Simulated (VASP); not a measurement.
Runs of VASP 6.6.1 on Ti. The structure is that of space group P6_3/mmc (No. 194), or close to it. The cells are those of the table. 

| task | cell | cutoff (eV) | gap on the mesh (eV) | pressure (GPa) |
| --- | --- | --- | --- | --- |
| relaxation of shape and atoms at fixed volume | relaxed from a = 2.569, b = 2.569, c = 4.060 Å, angles 90.0, 90.0, 120.0°, 2 atoms | 600 | none | 67.3 |
| single point | a = 2.804, b = 2.804, c = 4.448 Å, angles 90.0, 90.0, 120.0°, 2 atoms | 520 | none | 8.4 |
| relaxation of shape and atoms at fixed volume | relaxed from a = 2.746, b = 2.746, c = 4.341 Å, angles 90.0, 90.0, 120.0°, 2 atoms | 600 | none | 19.6 |
| single point | a = 2.866, b = 2.866, c = 4.530 Å, angles 90.0, 90.0, 120.0°, 2 atoms | 520 | none | (a) |
| relaxation of cell and atoms | relaxed from a = 2.931, b = 2.931, c = 4.749 Å, angles 90.0, 90.0, 120.0°, 2 atoms | 600 | none | 0.0 |

Alike in all rows: level LDA; potentials or basis VASP PAW LDA potentials, release 64 (Ti_sv); no spin polarisation; k mesh 15 × 15 × 8; smearing fermi-dirac 0.05 eV.

Estimate the missing entries.

(a) -0.1.

Caveats: the cell stands under pressure (at least some runs).

A gap of «none» marks levels without a gap at the run's occupations.
